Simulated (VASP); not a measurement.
Set up this calculation in VASP 6.6.1, as the native input.

| Item | Value |
| --- | --- |
| Task | single point |
| Functional | PBEsol |
| Potentials or basis | VASP PAW PBE potentials, release 64 (Hg) |
| Cutoff | 520 eV |
| k mesh | 9 × 9 × 12 |
| Occupations | gaussian, width 0.1 eV |
| Spin | no spin polarisation |
| Dipole correction | no |
| Further INCAR settings | ALGO = Normal; EDIFF = 1e-06; NBANDS = 25 |

The structure of Hg lies in POSCAR:

```
Hg
1.0
    5.2208186355      0.0000000000      0.0000000000
   -2.6104093178      4.5213615669      0.0000000000
    0.0000000000      0.0000000000      3.0790522259
Hg
3
Direct
    0.0000000000      0.0000000000      0.0000000000
    0.3333333333      0.6666666667      0.5000000000
    0.6666666667      0.3333333333      0.5000000000
```

These files were run (other wordings do the same):

INCAR

```
SYSTEM = Hg
PREC = Accurate
ENCUT = 520
EDIFF = 1E-6
ISMEAR = 0
SIGMA = 0.1
LREAL = .FALSE.
LASPH = .TRUE.
NELM = 100
ALGO = Normal
ISIF = 2
LWAVE = .FALSE.
LCHARG = .FALSE.
GGA = PS
NBANDS = 25
```

KPOINTS

```
Automatic mesh
0
G
  9 9 12
  0 0 0
```

Potentials or basis: VASP PAW PBE potentials, release 64 (Hg).

Run with:

```console
$ cat potpaw_PBE.64/Hg/POTCAR > POTCAR
$ mpirun -np 1 vasp_std > vasp.out
```

Results of the run:

* Pressure: 0.3 GPa
* Band gap on the k mesh: zero (bands 18 and 19 overlap by 4.30 eV)

Caveat: the PAW data sets were made with another functional, which shifts forces and pressure a little; spin-orbit coupling is left out, which moves the levels of the heavy elements.

It took 46 s on 1 thread of Intel(R) Xeon(R) 6975P-C (Granite Rapids), on a shared host, peak memory 0.26 GiB.
